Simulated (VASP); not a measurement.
# MgF2 (P4_2/mnm) in VASP: a series of runs

Runs on MgF2. Level: PBE. Tasks: single point.

All numbers are computed with VASP 6.6.1; they aren't measurements. Logs are shortened: lines on timing, memory, paths and dates and some standing lists are left out, and cuts for length are marked.

## 1. The cell of the first run

The structure is tetragonal, space group P4_2/mnm (No. 136). The conventional cell has a = 4.909 Å, b = 4.909 Å, c = 3.022 Å, α = 90.00°, β = 90.00°, γ = 90.00°. Within 2.7 Å of Mg (site symmetry mmm) lie 6 F at 2.02 to 2.13 Å. Within 2.7 Å of F (site symmetry m2m) lie 3 Mg at 2.02 to 2.13 Å and 1 F at 2.69 Å.

## 2. Single point, PBE

INCAR

```
SYSTEM = MgF2
PREC = Accurate
ENCUT = 600
EDIFF = 1E-6
ISMEAR = 0
SIGMA = 0.02
LREAL = .False.
LASPH = .True.
NELM = 120
ALGO = Normal
ISIF = 2
LWAVE = .False.
LCHARG = .False.
GGA = PE
NBANDS = 25
GGA_COMPAT = .False.
```

KPOINTS

```
Automatic mesh
0
Gamma
  6 6 8
  0 0 0
```

POSCAR

```
MgF2
1.0
    4.9089721957      0.0000000000      0.0000000000
    0.0000000000      4.9089721957      0.0000000000
    0.0000000000      0.0000000000      3.0221247615
Mg F
2 4
Direct
    0.5000000000      0.5000000000      0.5000000000
    0.0000000000      0.0000000000      0.0000000000
    0.6938686726      0.6938686726      0.0000000000
    0.8061313274      0.1938686726      0.5000000000
    0.3061313274      0.3061313274      0.0000000000
    0.1938686726      0.8061313274      0.5000000000
```

Potentials or basis: VASP PAW PBE potentials, release 64 (Mg, F).

Launch:

```console
cat potpaw_PBE.64/Mg/POTCAR potpaw_PBE.64/F/POTCAR > POTCAR
mpirun -np 1 vasp_std > vasp.out
```

OUTCAR:

```text
SYSTEM = MgF2
   PREC = Accurate
   ENCUT = 600
   EDIFF = 1E-6
   ISMEAR = 0
   LREAL = .False.
   LASPH = .True.
   NELM = 120
   ISIF = 2
   GGA = PE

 ion  position               nearest neighbor table
   1  0.500  0.500  0.500-   3 2.02   5 2.02   3 2.02   5 2.02   4 2.13   6 2.13
   2  0.000  0.000  0.000-   4 2.02   6 2.02   4 2.02   6 2.02   5 2.13   3 2.13
   3  0.694  0.694  0.000-   1 2.02   1 2.02   2 2.13
   4  0.806  0.194  0.500-   2 2.02   2 2.02   1 2.13
   5  0.306  0.306  0.000-   1 2.02   1 2.02   2 2.13
   6  0.194  0.806  0.500-   2 2.02   2 2.02   1 2.13

  LATTYP: Found a simple tetragonal cell.
 ALAT       =     4.9089721957
 C/A-ratio  =     0.6156328944

  Lattice vectors:

 A1 = (   4.9089721957,   0.0000000000,   0.0000000000)
 A2 = (   0.0000000000,   4.9089721957,   0.0000000000)
 A3 = (   0.0000000000,   0.0000000000,   3.0221247615)

Analysis of symmetry for initial positions (statically):
=====================================================================
 Subroutine PRICEL returns:
 Original cell was already a primitive cell.

 Routine SETGRP: Setting up the symmetry group for a
 simple tetragonal supercell.

 Subroutine GETGRP returns: Found 16 space group operations
 (whereof  8 operations were pure point group operations)
 out of a pool of 16 trial point group operations.

The static configuration has the point symmetry D_2h.
 The point group associated with its full space group is D_4h.

Analysis of symmetry for dynamics (positions and initial velocities):
=====================================================================
 Subroutine PRICEL returns:
 Original cell was already a primitive cell.

 Routine SETGRP: Setting up the symmetry group for a
 simple tetragonal supercell.

 Subroutine GETGRP returns: Found 16 space group operations
 (whereof  8 operations were pure point group operations)
 out of a pool of 16 trial point group operations.

The dynamic configuration has the point symmetry D_2h.
 The point group associated with its full space group is D_4h.

 Subroutine INISYM returns: Found 16 space group operations
 (whereof  8 operations are pure point group operations),
 and found     1 'primitive' translations

----------------------------------------------------------------------------------------

                                     Primitive cell

  volume of cell :      72.8272

  direct lattice vectors                    reciprocal lattice vectors
     4.908972196  0.000000000  0.000000000     0.203708630  0.000000000  0.000000000
     0.000000000  4.908972196  0.000000000     0.000000000  0.203708630  0.000000000
     0.000000000  0.000000000  3.022124762     0.000000000  0.000000000  0.330893024

  length of vectors
     4.908972196  4.908972196  3.022124762     0.203708630  0.203708630  0.330893024

  position of ions in fractional coordinates (direct lattice)
     0.500000000  0.500000000  0.500000000
     0.000000000  0.000000000  0.000000000
     0.693868673  0.693868673  0.000000000
     0.806131327  0.193868673  0.500000000
     0.306131327  0.306131327  0.000000000
     0.193868673  0.806131327  0.500000000

  ion indices of the primitive-cell ions
   primitive index   ion index
                 1           1
                 2           2
                 3           3
                 4           4
                 5           5
                 6           6

----------------------------------------------------------------------------------------

 KPOINTS: Automatic mesh

Automatic generation of k-mesh.
 Grid dimensions read from file:
 generate k-points for:    6    6    8

 Generating k-lattice:

  Cartesian coordinates                     Fractional coordinates (reciprocal lattice)
     0.033951438  0.000000000  0.000000000     0.166666667  0.000000000  0.000000000
     0.000000000  0.033951438  0.000000000     0.000000000  0.166666667  0.000000000
     0.000000000  0.000000000  0.041361628     0.000000000  0.000000000  0.125000000

  Length of vectors
     0.033951438  0.033951438  0.041361628

  Shift w.r.t. Gamma in fractional coordinates (k-lattice)
     0.000000000  0.000000000  0.000000000

 Subroutine IBZKPT returns following result:
 ===========================================

 Found     50 irreducible k-points:

 Following reciprocal coordinates:
            Coordinates               Weight
  0.000000  0.000000  0.000000      1.000000
  0.166667  0.000000  0.000000      4.000000
  0.333333  0.000000  0.000000      4.000000
  0.500000  0.000000  0.000000      2.000000
  0.166667  0.166667  0.000000      4.000000
  0.333333  0.166667  0.000000      8.000000
[... 16 lines left out ...]
  0.333333  0.000000  0.250000      8.000000
  0.500000  0.000000  0.250000      4.000000
 [... further k-points ...]
   k-points           NKPTS =     50   k-points in BZ     NKDIM =     50   number of bands    NBANDS=     25
   number of dos      NEDOS =    301   number of ions     NIONS =      6
   total plane-waves  NPLWV =  38400
   dimension x,y,z NGX =    40 NGY =   40 NGZ =   24
   dimension x,y,z NGXF=    80 NGYF=   80 NGZF=   48
   ions per type =               2   4
   NGX,Y,Z   is equivalent  to a cutoff of  13.55, 13.55, 13.20 a.u.
   NGXF,Y,Z  is equivalent  to a cutoff of  27.09, 27.09, 26.40 a.u.
 SYSTEM =  MgF2
   PREC   = accura    normal or accurate (medium, high low for compatibility)
   ISTART =      0    job   : 0-new  1-cont  2-samecut
   ICHARG =      2    charge: 1-file 2-atom 10-const
   ISPIN  =      1    spin polarized calculation?
   LNONCOLLINEAR =      F non collinear calculations
   LSORBIT =      F    spin-orbit coupling
   LASPH  =      T    aspherical Exc in radial PAW
   ENCUT  =  600.0 eV  44.10 Ry    6.64 a.u.   9.80  9.80  6.04*2*pi/ulx,y,z
   NELM   =    120;   NELMIN=  2; NELMDL= -5     # of ELM steps
   EDIFF  = 0.1E-05   stopping-criterion for ELM
   LREAL  =      F    real-space projection
   EDIFFG = 0.1E-04   stopping-criterion for IOM
   NSW    =      0    number of steps for IOM
   IBRION =     -1    ionic relax: 0-MD 1-quasi-New 2-CG
   NFREE  =      0    steps in history (QN), initial steepest desc. (CG)
   ISIF   =      2    stress and relaxation
   ISYM   =      2    0-nonsym 1-usesym 2-fastsym
   POTIM  = 0.5000    time-step for ionic-motion
   TEBEG  =    0.0;   TEEND  =   0.0 temperature during run
   PSTRESS=    0.0 pullay stress
   NELECT =      32.0000    total number of electrons
   NUPDOWN=      -1.0000    fix difference up-down
   EMIN   =  10.00;   EMAX   =-10.00  energy-range for DOS
   EFERMI =   0.00;   METHOD = LEGACY
   ISMEAR =     0;   SIGMA  =   0.02  broadening in eV -4-tet -1-fermi 0-gaus
   EFERMI_NEDOS =   21; number of points for ismear=-14 and -15
   IALGO  =     38    algorithm
   IMIX   =      4    mixing-type and parameters
     AMIX     =   0.40;   BMIX     =  1.00
     AMIX_MAG =   1.60;   BMIX_MAG =  1.00
  volume/ion in A,a.u.               =      12.14        81.91
  Fermi-wavevector in a.u.,A,eV,Ry     =   1.244592  2.351938 21.075548  1.549009
  Thomas-Fermi vector in A             =   2.378852
   LORBIT       =      0    0 simple, 1 ext, 2 COOP (PROOUT), +10 PAW based schemes
   GGA     = PE    functional components
   LHFCALC =     F    Hartree Fock is set to
   AEXX    =    0.0000 exact exchange contribution
   IVDW    =     0    specifies the selected vdW correction
   LEPSILON=     F    determine dielectric tensor
   LRPA    =     F    only Hartree local field effects (RPA)
 non-spin polarized calculation
 Gauss-broadening in eV      SIGMA  =   0.02
  energy-cutoff  :      600.00
  volume of cell :       72.83
 maximum number of plane-waves:      2464
 NGX is ok and might be reduce to    40
   NGX = 19   NGY = 19   NGZ = 13

 number of electron      32.0000038 magnetization

 Free energy of the ion-electron system (eV)
  ---------------------------------------------------
  ext. energy  EPLUGINS =         0.00000000
  ---------------------------------------------------
  free energy    TOTEN  =       -31.41273227 eV

  energy without entropy =      -31.41273227  energy(sigma->0) =      -31.41273227

 E-fermi :  -1.7233     XC(G=0):  -9.1950

 val. band max:       -1.9033794069   @ k =   0.0000   0.0000   0.0000
 cond. band min:       4.5809599503   @ k =   0.0000   0.0000   0.0000
 fundamental gap:      6.4843393572
 Fermi energy:        -1.7233228779

 k-point     1 :       0.0000    0.0000    0.0000
  band No.  band energies     occupation
      1     -22.2814      2.00000
      2     -21.6905      2.00000
      3     -21.6905      2.00000
      4     -21.6308      2.00000
      5      -5.6228      2.00000
      6      -3.9737      2.00000
[... 17 lines left out ...]
     24      14.8946      0.00000
     25      14.8946      0.00000

 k-point     2 :       0.1667    0.0000    0.0000
  band No.  band energies     occupation
      1     -22.2492      2.00000
      2     -21.7596      2.00000
      3     -21.6807      2.00000
      4     -21.6070      2.00000
      5      -5.5352      2.00000
      6      -4.1572      2.00000
[... 17 lines left out ...]
     24      14.7476      0.00000
     25      15.1002      0.00000

 k-point     3 :       0.3333    0.0000    0.0000
  band No.  band energies     occupation
      1     -22.1589      2.00000
      2     -21.8860      2.00000
      3     -21.6552      2.00000
      4     -21.6030      2.00000
      5      -5.2974      2.00000
      6      -4.5699      2.00000
[... 552 lines left out ...]
 k-point    23 :       0.3333    0.0000    0.2500
  band No.  band energies     occupation
      1     -22.0116      2.00000
      2     -21.8036      2.00000
      3     -21.6240      2.00000
      4     -21.5983      2.00000
      5      -5.0013      2.00000
      6      -4.4070      2.00000
[... 17 lines left out ...]
     24      14.0356      0.00000
     25      14.3222      0.00000

 k-point    24 :       0.5000    0.0000    0.2500
  band No.  band energies     occupation
      1     -21.9118      2.00000
      2     -21.9118      2.00000
      3     -21.6077      2.00000
      4     -21.6077      2.00000
      5      -4.7224      2.00000
      6      -4.7224      2.00000
[... 17 lines left out ...]
     24      13.3276      0.00000
     25      15.0904      0.00000

 [... further k-points ...]

------------------------ aborting loop because EDIFF is reached ----------------------------------------

  FORCE on cell =-STRESS in cart. coord.  units (eV):
  Direction    XX          YY          ZZ          XY          YZ          ZX
  --------------------------------------------------------------------------------------
  -------------------------------------------------------------------------------------
  Total       -3.1965015     -3.1965015     -0.4075171      0.0000000      0.0000000      0.0000000
  in kB      -70.3221216    -70.3221216     -8.9652596      0.0000000      0.0000000      0.0000000
  external PRESSURE =     -49.8698343 kB  Pullay stress =       0.0000000 kB

 VOLUME and BASIS-vectors are now :
 -----------------------------------------------------------------------------
  energy-cutoff  :      600.00
  volume of cell :       72.83
      direct lattice vectors                 reciprocal lattice vectors
     4.908972196  0.000000000  0.000000000     0.203708630  0.000000000  0.000000000
     0.000000000  4.908972196  0.000000000     0.000000000  0.203708630  0.000000000
     0.000000000  0.000000000  3.022124762     0.000000000  0.000000000  0.330893024

 POSITION                                       TOTAL-FORCE (eV/Angst)
 -----------------------------------------------------------------------------------
      2.45449      2.45449      1.51106         0.000000      0.000000     -0.000000
      0.00000      0.00000      0.00000         0.000000      0.000000     -0.000000
      3.40618      3.40618      0.00000        -0.002498     -0.002498     -0.000000
      3.95728      0.95170      1.51106         0.002498     -0.002498     -0.000000
      1.50279      1.50279      0.00000         0.002498      0.002498      0.000000
      0.95170      3.95728      1.51106        -0.002498      0.002498     -0.000000
 -----------------------------------------------------------------------------------
    total drift:                                0.000000      0.000000      0.000000

  FREE ENERGIE OF THE ION-ELECTRON SYSTEM (eV)
  ---------------------------------------------------
  free  energy   TOTEN  =       -31.4127322695 eV

  energy  without entropy=      -31.4127322695  energy(sigma->0) =      -31.41273227
```

Wall time 58 s (1 thread of Intel Xeon Platinum 8259CL at 2.50GHz (Skylake/Cascade Lake), shared host); peak memory 0.24 GiB.

What came out:

| Property | Result |
| --- | --- |
| Free energy | -31.4127 eV |
| Pressure | -5.0 GPa |
| Largest force | 0.004 eV/Å |
| Band gap on the k mesh | 6.48 eV, direct |

Forces in eV/Å, atoms in the order of the input:
```
Mg   0.000  0.000  0.000
Mg   0.000  0.000  0.000
F   -0.002 -0.002  0.000
F    0.002 -0.002  0.000
F    0.002  0.002  0.000
F   -0.002  0.002  0.000
```

Levels at points of the mesh, in eV from the valence-band top:
```csv
k point,band 12,band 13,band 14,band 15,band 16,band 17,band 18,band 19,band 20,band 21
"(0.00, 0.00, 0.00)",-0.99,-0.64,-0.33,-0.33,0.00,6.48,11.68,11.68,13.23,13.55
"(0.50, 0.00, 0.00)",-1.23,-0.82,-0.82,-0.35,-0.35,8.71,8.71,12.92,12.92,14.30
"(0.50, 0.50, 0.00)",-1.02,-0.83,-0.83,-0.71,-0.71,10.09,10.09,10.62,10.62,16.31
"(0.00, 0.00, 0.50)",-1.34,-0.87,-0.87,-0.74,-0.74,11.27,11.27,14.52,14.52,14.72
"(0.50, 0.00, 0.50)",-1.22,-0.68,-0.68,-0.57,-0.57,12.04,12.04,12.68,12.68,14.89
"(0.50, 0.50, 0.50)",-1.33,-0.52,-0.52,-0.49,-0.49,12.15,12.15,12.81,12.81,14.08
```

A k mesh can miss the band edges.

## 3. Single point, PBE (biaxial strain in the a-b plane: -4.5 %)

INCAR

```
PREC = Accurate ; ENCUT = 600
EDIFF = 1E-6 ; ISMEAR = 0
SIGMA = 0.02 ; LREAL = False
LASPH = True ; NELM = 120
ALGO = Normal ; ISIF = 2
LWAVE = False ; LCHARG = True
GGA = PE ; LELF = True
LVHAR = True ; NBANDS = 25
GGA_COMPAT = False
```

KPOINTS

```
Automatic mesh
0
Gamma
  6 6 8
```

POSCAR

```
MgF2
1.0
    4.4861899013      0.0000000000      0.0000000000
    0.0000000000      4.4861899013      0.0000000000
    0.0000000000      0.0000000000      3.1765026870
Mg F
2 4
Direct
    0.5000000000      0.5000000000      0.5000000000
    0.0000000000      0.0000000000      0.0000000000
    0.6959725608      0.6959725608      0.0000000000
    0.8040274392      0.1959725608      0.5000000000
    0.3040274392      0.3040274392      0.0000000000
    0.1959725608      0.8040274392      0.5000000000
```

Potentials or basis: VASP PAW PBE potentials, release 64 (Mg, F).

Launch:

```console
cat potpaw_PBE.64/Mg/POTCAR potpaw_PBE.64/F/POTCAR > POTCAR
mpirun -np 1 vasp_std > vasp.out
```

OUTCAR:

```text
PREC = Accurate
   ENCUT = 600
   EDIFF = 1E-6
   ISMEAR = 0
   LREAL = False
   LASPH = True
   NELM = 120
   ISIF = 2
   GGA = PE

 ion  position               nearest neighbor table
   1  0.500  0.500  0.500-   4 1.93   6 1.93   5 2.02   3 2.02   3 2.02   5 2.02   2 3.55   2 3.55
                             2 3.55   2 3.55   2 3.55   2 3.55   2 3.55   2 3.55
   2  0.000  0.000  0.000-   3 1.93   5 1.93   4 2.02   6 2.02   4 2.02   6 2.02   1 3.55   1 3.55
                             1 3.55   1 3.55   1 3.55   1 3.55   1 3.55   1 3.55
   3  0.696  0.696  0.000-   2 1.93   1 2.02   1 2.02
   4  0.804  0.196  0.500-   1 1.93   2 2.02   2 2.02
   5  0.304  0.304  0.000-   2 1.93   1 2.02   1 2.02
[... 884 lines left out ...]
  Total        3.3557623      3.3557623     -0.0919478      0.0000000      0.0000000      0.0000000
  in kB       84.1002413     84.1002413     -2.3043454      0.0000000      0.0000000      0.0000000
  external PRESSURE =      55.2987124 kB  Pullay stress =       0.0000000 kB

 VOLUME and BASIS-vectors are now :
 -----------------------------------------------------------------------------
  energy-cutoff  :      600.00
  volume of cell :       63.93
      direct lattice vectors                 reciprocal lattice vectors
     4.486189901  0.000000000  0.000000000     0.222906302  0.000000000  0.000000000
     0.000000000  4.486189901  0.000000000     0.000000000  0.222906302  0.000000000
     0.000000000  0.000000000  3.176502687     0.000000000  0.000000000  0.314811634

 POSITION                                       TOTAL-FORCE (eV/Angst)
 -----------------------------------------------------------------------------------
      2.24309      2.24309      1.58825         0.000000      0.000000      0.000000
      0.00000      0.00000      0.00000         0.000000      0.000000      0.000000
      3.12227      3.12227      0.00000        -0.034491     -0.034491     -0.000000
      3.60702      0.87917      1.58825         0.034491     -0.034491      0.000000
      1.36392      1.36392      0.00000         0.034491      0.034491      0.000000
      0.87917      3.60702      1.58825        -0.034491      0.034491      0.000000
 -----------------------------------------------------------------------------------
    total drift:                                0.000000     -0.000000     -0.000000

  FREE ENERGIE OF THE ION-ELECTRON SYSTEM (eV)
  ---------------------------------------------------
  free  energy   TOTEN  =       -31.3995673054 eV

  energy  without entropy=      -31.3995673054  energy(sigma->0) =      -31.39956731
```

OSZICAR:

```text
N       E                     dE             d eps       ncg     rms          rms(c)
DAV:   1     0.182450085264E+03    0.18245E+03   -0.19288E+04  2636   0.135E+03
DAV:   2    -0.251134145246E+02   -0.20756E+03   -0.19911E+03  3112   0.302E+02
DAV:   3    -0.339787015357E+02   -0.88653E+01   -0.88423E+01  3157   0.596E+01
DAV:   4    -0.340276052409E+02   -0.48904E-01   -0.48899E-01  2844   0.499E+00
DAV:   5    -0.340278495900E+02   -0.24435E-03   -0.24434E-03  3128   0.346E-01    0.101E+01
DAV:   6    -0.313533882183E+02    0.26745E+01   -0.82273E+00  2840   0.207E+01    0.298E+00
DAV:   7    -0.313695899631E+02   -0.16202E-01   -0.93927E-02  2706   0.199E+00    0.192E+00
DAV:   8    -0.313989280033E+02   -0.29338E-01   -0.58235E-02  2589   0.236E+00    0.219E-01
DAV:   9    -0.313990411082E+02   -0.11310E-03   -0.15246E-03  3292   0.277E-01    0.804E-02
DAV:  10    -0.313995680656E+02   -0.52696E-03   -0.46081E-04  2620   0.153E-01    0.193E-02
DAV:  11    -0.313995667894E+02    0.12762E-05   -0.10831E-05  3215   0.283E-02    0.315E-03
DAV:  12    -0.313995673054E+02   -0.51598E-06   -0.10373E-06  1883   0.769E-03
   1 F= -.31399567E+02 E0= -.31399567E+02  d E =-.896626E-22
```

Run time: 29 s. Hardware: 1 thread of Intel Xeon 6975P-C (Granite Rapids), shared host; peak memory 0.22 GiB.

Results:

```yaml
Free_energy: -31.3996 eV
Pressure: 5.5 GPa
Largest_force: 0.049 eV/Å
Band_gap_on_the_k_mesh: 7.14 eV, direct
```

Forces on the atoms (eV/Å):
```
Mg   0.000  0.000  0.000
Mg   0.000  0.000  0.000
F   -0.034 -0.034  0.000
F    0.034 -0.034  0.000
F    0.034  0.034  0.000
F   -0.034  0.034  0.000
```

Stress tensor (GPa, compression positive):
```
 8.41  0.00  0.00
 0.00  8.41  0.00
 0.00  0.00 -0.23
```

Caveat: the cell differs from its parent crystal (biaxial strain in the a-b plane: -4.5 %). A k mesh can miss the band edges.

[end of part 1 of 2]
